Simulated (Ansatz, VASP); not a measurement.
Be3ZnSe4: VASP beside Ansatz

```
CELL_PARAMETERS angstrom
5.30641 0.00000 0.00000
0.00000 5.30641 0.00000
0.00000 0.00000 5.30641
ATOMIC_POSITIONS crystal
Be 0.50000 0.00000 0.50000
Be 0.50000 0.50000 0.00000
Be 0.00000 0.50000 0.50000
Zn 0.00000 0.00000 0.00000
Se 0.25000 0.75000 0.75000
Se 0.25000 0.25000 0.25000
Se 0.75000 0.75000 0.25000
Se 0.75000 0.25000 0.75000
```

Alike in both runs: task single point; functional PBE; k mesh 4 × 4 × 4; occupations gaussian, width 0.1 eV; no spin polarisation.

```csv
,VASP,Ansatz
version,VASP 6.6.1,Ansatz 0.2.0
potentials or method,"VASP PAW PBE potentials, release 64 (Be, Zn, Se), cutoff 600 eV","scalar-relativistic, plane waves, PAW"
valence electrons in the cell,42,82
```

|  | VASP | Ansatz | Ansatz less VASP |
| --- | --- | --- | --- |
| gap on the k mesh at the Fermi level (eV) | 2.68 | 2.69 | +0.008 |
| least direct gap on the mesh (eV) | 2.68 | 2.69 | +0.008 |
| pressure (GPa) | 2.1 | 1.9 | -0.21 |

VASP's potentials hold 42 valence electrons a cell and Ansatz's 82, so a difference there can come from the potentials and not from the codes.
